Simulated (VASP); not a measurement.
# InSb (P4/mmm) in VASP: a series of runs

The runs below take InSb through single point, with PBE.

Program: VASP 6.6.1. These are calculated values, not measurements. Logs are shortened: lines on timing, memory, paths and dates and some standing lists are left out, and cuts for length are marked.

**1. The cell of the first run**

It takes space group P4/mmm (No. 123, tetragonal). Conventional cell: a = 3.091 Å, b = 3.091 Å, c = 6.234 Å, α = 90.00°, β = 90.00°, γ = 90.00°. In (site symmetry 4/mmm) has 4 In at 3.09 Å and 2 Sb at 3.12 Å within 4.1 Å. Sb (site symmetry 4/mmm) has 4 Sb at 3.09 Å and 2 In at 3.12 Å within 4.1 Å.

**2. Single point, PBE**

Contents of INCAR:

```
PREC = Accurate
ENCUT = 500
EDIFF = 1E-6
ISMEAR = 0
SIGMA = 0.1
LREAL = False
LASPH = True
NELM = 120
ALGO = Normal
ISIF = 2
LWAVE = False
LCHARG = True
GGA = PE
LELF = True
LVHAR = True
NBANDS = 16
GGA_COMPAT = False
```

Contents of KPOINTS:

```
Automatic mesh
0
Gamma
  14 14 8
```

Contents of POSCAR:

```
InSb
1.0
    3.0909502994      0.0000000000      0.0000000000
    0.0000000000      3.0909502994      0.0000000000
    0.0000000000      0.0000000000      6.2339415419
In Sb
1 1
Direct
    0.0000000000      0.0000000000      0.0000000000
    0.0000000000      0.0000000000      0.5000000000
```

Potentials or basis: VASP PAW PBE potentials, release 64 (In_d, Sb).

Command:

```bash
cat potpaw_PBE.64/In_d/POTCAR potpaw_PBE.64/Sb/POTCAR > POTCAR
mpirun -np 1 vasp_std > vasp.out
```

OUTCAR:

```text
PREC = Accurate
   ENCUT = 500
   EDIFF = 1E-6
   ISMEAR = 0
   LREAL = False
   LASPH = True
   NELM = 120
   ISIF = 2
   GGA = PE

 ion  position               nearest neighbor table
   1  0.000  0.000  0.000-   2 3.12   2 3.12
   2  0.000  0.000  0.500-   1 3.12   1 3.12

  LATTYP: Found a simple tetragonal cell.
 ALAT       =     3.0909502994
 C/A-ratio  =     2.0168365512

  Lattice vectors:

 A1 = (   3.0909502994,   0.0000000000,   0.0000000000)
 A2 = (   0.0000000000,   3.0909502994,   0.0000000000)
 A3 = (   0.0000000000,   0.0000000000,   6.2339415419)

Analysis of symmetry for initial positions (statically):
=====================================================================
 Subroutine PRICEL returns:
 Original cell was already a primitive cell.

 Routine SETGRP: Setting up the symmetry group for a
 simple tetragonal supercell.

 Subroutine GETGRP returns: Found 16 space group operations
 (whereof 16 operations were pure point group operations)
 out of a pool of 16 trial point group operations.

The static configuration has the point symmetry D_4h.

Analysis of symmetry for dynamics (positions and initial velocities):
=====================================================================
 Subroutine PRICEL returns:
 Original cell was already a primitive cell.

 Routine SETGRP: Setting up the symmetry group for a
 simple tetragonal supercell.

 Subroutine GETGRP returns: Found 16 space group operations
 (whereof 16 operations were pure point group operations)
 out of a pool of 16 trial point group operations.

The dynamic configuration has the point symmetry D_4h.

 Subroutine INISYM returns: Found 16 space group operations
 (whereof 16 operations are pure point group operations),
 and found     1 'primitive' translations

----------------------------------------------------------------------------------------

                                     Primitive cell

  volume of cell :      59.5589

  direct lattice vectors                    reciprocal lattice vectors
     3.090950299  0.000000000  0.000000000     0.323525098  0.000000000  0.000000000
     0.000000000  3.090950299  0.000000000     0.000000000  0.323525098  0.000000000
     0.000000000  0.000000000  6.233941542     0.000000000  0.000000000  0.160412156

[... 74 lines left out ...]
   PREC   = accura    normal or accurate (medium, high low for compatibility)
   ISTART =      0    job   : 0-new  1-cont  2-samecut
   ICHARG =      2    charge: 1-file 2-atom 10-const
   ISPIN  =      1    spin polarized calculation?
   LNONCOLLINEAR =      F non collinear calculations
   LSORBIT =      F    spin-orbit coupling
   LASPH  =      T    aspherical Exc in radial PAW
   ENCUT  =  500.0 eV  36.75 Ry    6.06 a.u.   5.64  5.64 11.37*2*pi/ulx,y,z
   NELM   =    120;   NELMIN=  2; NELMDL= -5     # of ELM steps
   EDIFF  = 0.1E-05   stopping-criterion for ELM
   LREAL  =      F    real-space projection
   EDIFFG = 0.1E-04   stopping-criterion for IOM
   NSW    =      0    number of steps for IOM
   IBRION =     -1    ionic relax: 0-MD 1-quasi-New 2-CG
   NFREE  =      0    steps in history (QN), initial steepest desc. (CG)
   ISIF   =      2    stress and relaxation
   ISYM   =      2    0-nonsym 1-usesym 2-fastsym
   POTIM  = 0.5000    time-step for ionic-motion
   TEBEG  =    0.0;   TEEND  =   0.0 temperature during run
   PSTRESS=    0.0 pullay stress
   NELECT =      18.0000    total number of electrons
   NUPDOWN=      -1.0000    fix difference up-down
   EMIN   =  10.00;   EMAX   =-10.00  energy-range for DOS
   EFERMI =   0.00;   METHOD = LEGACY
   ISMEAR =     0;   SIGMA  =   0.10  broadening in eV -4-tet -1-fermi 0-gaus
   EFERMI_NEDOS =   21; number of points for ismear=-14 and -15
   IALGO  =     38    algorithm
   IMIX   =      4    mixing-type and parameters
     AMIX     =   0.40;   BMIX     =  1.00
     AMIX_MAG =   1.60;   BMIX_MAG =  1.00
  volume/ion in A,a.u.               =      29.78       200.96
  Fermi-wavevector in a.u.,A,eV,Ry     =   1.098627  2.076103 16.421963  1.206980
  Thomas-Fermi vector in A             =   2.235007
   LORBIT       =      0    0 simple, 1 ext, 2 COOP (PROOUT), +10 PAW based schemes
   GGA     = PE    functional components
   LHFCALC =     F    Hartree Fock is set to
   AEXX    =    0.0000 exact exchange contribution
   IVDW    =     0    specifies the selected vdW correction
   LEPSILON=     F    determine dielectric tensor
   LRPA    =     F    only Hartree local field effects (RPA)
 non-spin polarized calculation
 Gauss-broadening in eV      SIGMA  =   0.10
  energy-cutoff  :      500.00
  volume of cell :       59.56
 maximum number of plane-waves:      1540
 NGX is ok and might be reduce to    24
   NGX = 11   NGY = 11   NGZ = 23

 number of electron      17.9999987 magnetization

 Free energy of the ion-electron system (eV)
  ---------------------------------------------------
  ext. energy  EPLUGINS =         0.00000000
  ---------------------------------------------------
  free energy    TOTEN  =        -6.56828506 eV

  energy without entropy =       -6.56322159  energy(sigma->0) =       -6.56575333

 E-fermi :   6.5317     XC(G=0):  -9.6003

 val. band max:        6.5279326455   @ k =   0.3571   0.2143   0.3750
 cond. band min:       6.5481062436   @ k =   0.2143   0.1429   0.1250
 fundamental gap:      0.0201735981
 Fermi energy:         6.5317226878

 k-point     1 :       0.0000    0.0000    0.0000
  band No.  band energies     occupation
      1      -8.4097      2.00000
      2      -8.1946      2.00000
      3      -7.8529      2.00000
      4      -7.8529      2.00000
      5      -7.7717      2.00000
      6      -4.9370      2.00000
[... 433 lines left out ...]
      3      -8.0100      2.00000
      4      -7.9215      2.00000
      5      -7.8731      2.00000
      6      -2.4884      2.00000
[... 8 lines left out ...]
     15      14.4516      0.00000
     16      15.3282      0.00000

 [... further k-points ...]
[... 5 lines left out ...]
  --------------------------------------------------------------------------------------
  -------------------------------------------------------------------------------------
  Total       -0.0085932     -0.0085932     -0.0088478      0.0000000      0.0000000      0.0000000
  in kB       -0.2311645     -0.2311645     -0.2380113      0.0000000      0.0000000      0.0000000
  external PRESSURE =      -0.2334468 kB  Pullay stress =       0.0000000 kB

 VOLUME and BASIS-vectors are now :
 -----------------------------------------------------------------------------
  energy-cutoff  :      500.00
  volume of cell :       59.56
      direct lattice vectors                 reciprocal lattice vectors
     3.090950299  0.000000000  0.000000000     0.323525098  0.000000000  0.000000000
     0.000000000  3.090950299  0.000000000     0.000000000  0.323525098  0.000000000
     0.000000000  0.000000000  6.233941542     0.000000000  0.000000000  0.160412156

 POSITION                                       TOTAL-FORCE (eV/Angst)
 -----------------------------------------------------------------------------------
      0.00000      0.00000      0.00000         0.000000      0.000000      0.000000
      0.00000      0.00000      3.11697         0.000000      0.000000      0.000000
 -----------------------------------------------------------------------------------
    total drift:                                0.000000      0.000000     -0.000000

  FREE ENERGIE OF THE ION-ELECTRON SYSTEM (eV)
  ---------------------------------------------------
  free  energy   TOTEN  =        -6.5682850622 eV

  energy  without entropy=       -6.5632215907  energy(sigma->0) =       -6.56575333
```

OSZICAR:

```text
N       E                     dE             d eps       ncg     rms          rms(c)
DAV:   1     0.109376062615E+03    0.10938E+03   -0.78218E+03  5800   0.113E+03
DAV:   2     0.145779948285E+00   -0.10923E+03   -0.10574E+03  6496   0.284E+02
DAV:   3    -0.640442628748E+01   -0.65502E+01   -0.65004E+01  7360   0.697E+01
DAV:   4    -0.657674816352E+01   -0.17232E+00   -0.17227E+00  7472   0.123E+01
DAV:   5    -0.658404082421E+01   -0.72927E-02   -0.72925E-02  8336   0.209E+00    0.291E+00
DAV:   6    -0.656798927432E+01    0.16052E-01   -0.44069E-02  7520   0.332E+00    0.162E+00
DAV:   7    -0.656797300358E+01    0.16271E-04   -0.16960E-02  7448   0.169E+00    0.285E-01
DAV:   8    -0.656817008017E+01   -0.19708E-03   -0.11633E-03  7688   0.430E-01    0.951E-02
DAV:   9    -0.656827263710E+01   -0.10256E-03   -0.15815E-04  7152   0.142E-01    0.220E-02
DAV:  10    -0.656828407155E+01   -0.11434E-04   -0.13567E-05  7536   0.324E-02    0.506E-03
DAV:  11    -0.656828516126E+01   -0.10897E-05   -0.18336E-06  7128   0.133E-02    0.291E-03
DAV:  12    -0.656828506217E+01    0.99083E-07   -0.19298E-07  4360   0.297E-03
   1 F= -.65682851E+01 E0= -.65657533E+01  d E =-.506347E-02
```

stdout:

```text
POSCAR found type information on POSCAR InSb
 POSCAR found :  2 types and       2 ions
 scaLAPACK will be used
 LDA part: xc-table for (Slater+PW92), standard interpolation
 POSCAR, INCAR and KPOINTS ok, starting setup
 FFT: planning ... GRIDC
 FFT: planning ... GRID_SOFT
 FFT: planning ... GRID
 WAVECAR not read
 entering main loop
```

It took 2.4 min on 1 thread of Intel Xeon 8259CL, shared host; peak memory 0.3 GiB.

Results:

| Property | Result |
| --- | --- |
| Free energy | -6.5683 eV |
| Pressure | 0.0 GPa |
| Band gap on the k mesh | zero (band 9 reaches 10.71 eV, above the bottom of band 10 at 4.93 eV) |

Levels at points of the mesh, in eV from the Fermi level:
```csv
k point,band 5,band 6,band 7,band 8,band 9,band 10,band 11,band 12,band 13,band 14
"(0.00, 0.00, 0.00)",-14.30,-11.47,-6.80,-4.49,4.16,4.16,5.11,7.75,8.30,8.75
"(0.50, 0.00, 0.00)",-14.35,-8.87,-4.91,-3.35,-2.20,-1.56,3.00,6.26,7.69,10.52
"(0.50, 0.50, 0.00)",-14.12,-6.11,-2.80,-2.80,-0.04,0.51,0.98,0.98,2.82,5.87
"(0.00, 0.00, 0.50)",-14.30,-11.34,-8.02,-0.91,0.22,4.33,4.33,7.82,8.00,8.00
"(0.50, 0.00, 0.50)",-14.34,-8.82,-4.80,-4.64,-2.36,1.62,3.02,5.76,6.41,6.53
"(0.50, 0.50, 0.50)",-14.12,-6.10,-2.60,-2.60,-1.61,0.30,0.30,3.14,4.54,4.62
```

Caveat: spin-orbit coupling is left out, which moves the levels of the heavy elements.

**3. Single point, PBE**

Contents of INCAR:

```
  PREC = Accurate
  ENCUT = 500
  EDIFF = 1E-6
  ISMEAR = 0
  SIGMA = 0.15
  LREAL = F
  LASPH = T
  NELM = 120
  ALGO = Normal
  ISIF = 2
  LWAVE = F
  LCHARG = F
  GGA = PE
  NBANDS = 16
  GGA_COMPAT = F
```

Contents of KPOINTS:

```
regular mesh
0
Gamma
  14 14 8
```

POSCAR is that of step 2.

Potentials or basis: VASP PAW PBE potentials, release 64 (In_d, Sb).

Command:

```bash
cat potpaw_PBE.64/In_d/POTCAR potpaw_PBE.64/Sb/POTCAR > POTCAR
mpirun -np 1 vasp_std > vasp.out
```

Run time: 2.3 min. Hardware: 1 thread of Intel Xeon 8259CL, shared host; peak memory 0.3 GiB.

It converged, with:

- Free energy: -6.5716 eV
- Pressure: 0.0 GPa
- Band gap on the k mesh: zero (band 9 reaches 10.71 eV, above the bottom of band 10 at 4.93 eV)

Levels at points of the mesh, in eV from the Fermi level:
| k point | band 7 | band 8 | band 9 | band 10 | band 11 | band 12 |
| --- | --- | --- | --- | --- | --- | --- |
| (0.00, 0.00, 0.00) | -6.80 | -4.48 | 4.16 | 4.16 | 5.12 | 7.75 |
| (0.50, 0.00, 0.00) | -4.91 | -3.34 | -2.20 | -1.55 | 3.00 | 6.26 |
| (0.50, 0.50, 0.00) | -2.80 | -2.80 | -0.04 | 0.52 | 0.98 | 0.98 |
| (0.00, 0.00, 0.50) | -8.02 | -0.91 | 0.22 | 4.33 | 4.33 | 7.82 |
| (0.50, 0.00, 0.50) | -4.79 | -4.64 | -2.35 | 1.62 | 3.02 | 5.77 |
| (0.50, 0.50, 0.50) | -2.60 | -2.60 | -1.60 | 0.31 | 0.31 | 3.14 |

Caveat: spin-orbit coupling is left out, which moves the levels of the heavy elements.
